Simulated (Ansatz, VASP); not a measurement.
## One calculation of Sc, two programs

```
Sc
1.0
     0.00000    2.30917    2.30917
     2.30917    0.00000    2.30917
     2.30917    2.30917    0.00000
Sc
1
Direct
  0.00000 0.00000 0.00000
```

Alike in both runs: functional PBE; k mesh 8 × 8 × 8; occupations gaussian, width 0.1 eV; no spin polarisation.

Ansatz relaxed the structure, and its values are those at the end. VASP's run is a single point on that final structure, the one shown.

|  | VASP | Ansatz |
| --- | --- | --- |
| version | VASP 6.6.1 | Ansatz 0.2.0 |
| potentials or method | VASP PAW PBE potentials, release 64 (Sc_sv), cutoff 500 eV | scalar-relativistic, plane waves, PAW |
| valence electrons in the cell | 11 | 11 |

|  | VASP | Ansatz | Ansatz less VASP |
| --- | --- | --- | --- |
| gap on the k mesh at the Fermi level (eV) | none | none | - |
| pressure (GPa) | 0.1 | 0.1 | -0.01 |

A gap of «none» marks a metal or a gap that the smearing closes. With one functional, cell and mesh, what is left measures potentials, basis and numerics.
